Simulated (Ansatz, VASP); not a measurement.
One calculation of Au, two programs

POSCAR

```
Au
1.0
   -1.5595498385      1.5595498385      1.8714598063
    1.5595498385     -1.5595498385      1.8714598063
    1.5595498385      1.5595498385     -1.8714598063
Au
1
Direct
    0.0000000000      0.0000000000      0.0000000000
```

The input INCAR.step1:

```
SYSTEM = Au
PREC     = Accurate       ! precision mode
ENCUT    = 520            ! plane-wave cutoff, eV
ISMEAR   = 0              ! smearing method
SIGMA    = 0.15           ! smearing width, eV
LREAL    = .False.        ! projectors in reciprocal space
LASPH    = .True.         ! aspherical terms in the spheres
NELM     = 80             ! most SCF steps
NBANDS   = 12             ! bands
GGA      = PE             ! functional
ALGO     = Normal         ! electronic algorithm
EDIFF    = 1E-4           ! SCF threshold, eV
LWAVE    = .True.         ! write WAVECAR
LCHARG   = .False.        ! write CHGCAR
```

File INCAR.step2:

```
SYSTEM = Au
PREC     = Accurate       ! precision mode
ENCUT    = 520            ! plane-wave cutoff, eV
EDIFF    = 1E-7           ! SCF threshold, eV
ISMEAR   = 0              ! smearing method
SIGMA    = 0.15           ! smearing width, eV
LREAL    = .False.        ! projectors in reciprocal space
LASPH    = .True.         ! aspherical terms in the spheres
NELM     = 80             ! most SCF steps
ALGO     = Normal         ! electronic algorithm
ISIF     = 2              ! what is computed and relaxed
LWAVE    = .False.        ! write WAVECAR
LCHARG   = .False.        ! write CHGCAR
METAGGA  = R2SCAN         ! meta-GGA
LMIXTAU  = .True.       
NBANDS   = 12             ! bands
ISTART   = 1
```

Contents of KPOINTS:

```
regular mesh
0
Gamma
  22 22 22
  0 0 0
```

Input for Ansatz:

```yaml
crystal:
  lattice:
    - [-1.5595498385, 1.5595498385, 1.8714598063]
    - [1.5595498385, -1.5595498385, 1.8714598063]
    - [1.5595498385, 1.5595498385, -1.8714598063]
  atoms:
    - { symbol: Au, position: [0.0, 0.0, 0.0] }
basis:
  ecutwfc: 500
kpoints:
  mp_grid: { grid: [22, 22, 22] }
hamiltonian:
  xc: r2scan
scf:
  occupations: { method: gaussian, width: 0.15 }
output:
  forces: true
  stress: true
  eigenvalues: true
```

Alike in both runs: task single point; functional r2SCAN; k mesh 22 × 22 × 22; occupations gaussian, width 0.15 eV; no spin polarisation.

|  | VASP | Ansatz |
| --- | --- | --- |
| version | VASP 6.6.1 | Ansatz 0.2.0 |
| potentials or method | VASP PAW PBE potentials, release 64 (Au), cutoff 520 eV | scalar-relativistic, plane waves, PAW |
| valence electrons in the cell | 11 | 19 |

VASP gave:

- gap on the k mesh at the Fermi level (eV): none
- pressure (GPa): -4.6
- traceless stress, the component that is largest in VASP (GPa): 0.64

Question: Which values does Ansatz return?

Answer: gap on the k mesh at the Fermi level (eV): none; pressure (GPa): -4.8; traceless stress, the component that is largest in VASP (GPa): 0.61.

VASP's potentials were made for PBE, not for r2SCAN. A gap of «none» marks a metal or a gap that the smearing closes. VASP's potentials hold 11 valence electrons a cell and Ansatz's 19, so a difference there can come from the potentials and not from the codes.

Neither program's run includes spin-orbit coupling.
